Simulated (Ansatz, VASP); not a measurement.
**PbSe in VASP and in Ansatz**

File INCAR:

```
SYSTEM = PbSe
PREC = Accurate
ENCUT = 520
EDIFF = 1E-7
ISMEAR = -1
SIGMA = 0.01
LREAL = .False.
LASPH = .True.
NELM = 60
ALGO = Normal
ISIF = 2
LWAVE = .False.
LCHARG = .True.
GGA = PS
LELF = .True.
LVHAR = .True.
NBANDS = 17
```

The input KPOINTS:

```
Automatic mesh
0
Gamma
  9 9 9
  0 0 0
```

POSCAR

```
PbSe
1.0
    0.0000000000      3.0315285000      3.0621500000
    3.0315285000      0.0000000000      3.0621500000
    3.0315285000      3.0315285000      0.0000000000
Pb Se
1 1
Direct
    0.0000000000      0.0000000000      0.0000000000
    0.5000000000      0.5000000000      0.5000000000
```

Input for Ansatz:

```yaml
crystal:
  lattice:
    - [0.0, 3.0315285, 3.06215]
    - [3.0315285, 0.0, 3.06215]
    - [3.0315285, 3.0315285, 0.0]
  atoms:
    - { symbol: Pb, position: [0.0, 0.0, 0.0] }
    - { symbol: Se, position: [0.5, 0.5, 0.5] }
kpoints:
  mp_grid: { grid: [9, 9, 9] }
  band_path:
    path:
      - [0.0, 0.0, 0.0]
      - [0.0, 0.5, 0.5]
      - [0.25, 0.75, 0.5]
      - [0.0, 0.5, 0.0]
      - [0.0, 0.0, 0.0]
      - [0.5, 0.5, 0.0]
      - [0.3725125, 0.6274875, 0.0]
      - [-0.3725125, 0.3725125, 0.0]
      - [0.0, 0.0, 0.0]
    npoints: 5
scf:
  occupations: { method: fermi_dirac, width: 0.01 }
hamiltonian:
  xc: pbesol
  pseudopotentials: { kind: all_electron, lapw: { basis_error: 0.00025 } }
output:
  forces: true
  stress: true
  eigenvalues: true
```

Change from the starting cell: equal xx and yy strain of -1 %.

Alike in both runs: task single point; functional PBEsol; k mesh 9 × 9 × 9; occupations fermi-dirac, width 0.01 eV; no spin polarisation.

```csv
,VASP,Ansatz
version,VASP 6.6.1,Ansatz 0.2.0
potentials or method,"VASP PAW PBE potentials, release 64 (Pb_d, Se), cutoff 520 eV","all-electron LAPW, scalar-relativistic"
```

```csv
,VASP,Ansatz,Ansatz less VASP
gap on the k mesh at the Fermi level (eV),0.63,0.63,-0.001
pressure (GPa),0.5,0.5,0.00
"traceless stress, the component that is largest in VASP (GPa)",-0.87,-0.87,+0.005
```

VASP's potentials were made for PBE, not for PBEsol. Ansatz ran all-electron here, and VASP with PAW potentials.

Neither program's run includes spin-orbit coupling.
